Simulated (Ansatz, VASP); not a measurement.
**One calculation of KCl, two programs**

```xyz
2
Lattice="0.0000 3.1465 3.1465 3.1465 0.0000 3.1465 3.1465 3.1465 0.0000" Properties=species:S:1:pos:R:3 pbc="T T T"
K     0.2865    3.2273    3.1423
Cl    3.1564    3.0642    3.0751
```

Alike in both runs: task single point; functional PBE; k mesh 4 × 4 × 4; no spin polarisation.

|  | VASP | Ansatz |
| --- | --- | --- |
| version | VASP 6.6.1 | Ansatz 0.2.0 |
| potentials or method | VASP PAW PBE potentials, release 64 (K_sv, Cl), cutoff 500 eV | plane waves, PAW |
| occupations | gaussian, width 0.01 eV | fixed |
| valence electrons in the cell | 16 | 16 |

Ansatz gave:

```
pressure (GPa)                                                : 1.5
traceless stress, the component that is largest in VASP (GPa) : 1.11
rms of the force components (eV/Å)                            : 0.284
```

**Question.** Estimate VASP's values.

**Answer.** Pressure (GPa): 1.5; traceless stress, the component that is largest in VASP (GPa): 1.12; rms of the force components (eV/Å): 0.289.

Atom by atom the forces differ by 0.005 eV/Å (rms over components). Ansatz's warnings: stress scf threshold loose.

The k mesh is coarse, so the values compare programs but aren't converged.
